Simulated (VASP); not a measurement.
Wanted: the native input for a VASP 6.6.1 run.

* Task: single point
* Functional: LDA
* Potentials or basis: VASP PAW LDA potentials, release 64 (Ba_sv, Re)
* Cutoff: 520 eV
* k mesh: 8 × 8 × 8
* Occupations: gaussian, width 0.05 eV
* Spin: no spin polarisation
* Dipole correction: no
* Further INCAR settings: ALGO = Normal; EDIFF = 1e-07; NBANDS = 16

The structure of BaRe lies in POSCAR:

```
BaRe
1.0
    3.7233438108      0.0000000000      0.0000000000
    0.0000000000      3.7233438108      0.0000000000
    0.0000000000      0.0000000000      3.7233438108
Ba Re
1 1
Direct
    0.0000000000      0.0000000000      0.0000000000
    0.5000000000      0.5000000000      0.5000000000
```

One way to write it, as run:

INCAR

```
PREC = Accurate
ENCUT = 520
EDIFF = 1E-7
ISMEAR = 0
SIGMA = 0.05
LREAL = False
LASPH = True
NELM = 100
ALGO = Normal
ISIF = 2
LWAVE = False
LCHARG = True
GGA = CA
LELF = True
LVHAR = True
NBANDS = 16
```

KPOINTS

```
Automatic mesh
0
Gamma
  8 8 8
```

Potentials or basis: VASP PAW LDA potentials, release 64 (Ba_sv, Re).

The run is started by

```bash
$ cat potpaw_LDA.64/Ba_sv/POTCAR potpaw_LDA.64/Re/POTCAR > POTCAR
$ mpirun -np 1 vasp_std > vasp.out
```

It gave:

* Pressure: -4.2 GPa

Run time: 15 s on 1 thread of Intel(R) Xeon(R) Platinum 8488C (Sapphire Rapids) (shared host), peak memory 0.16 GiB.
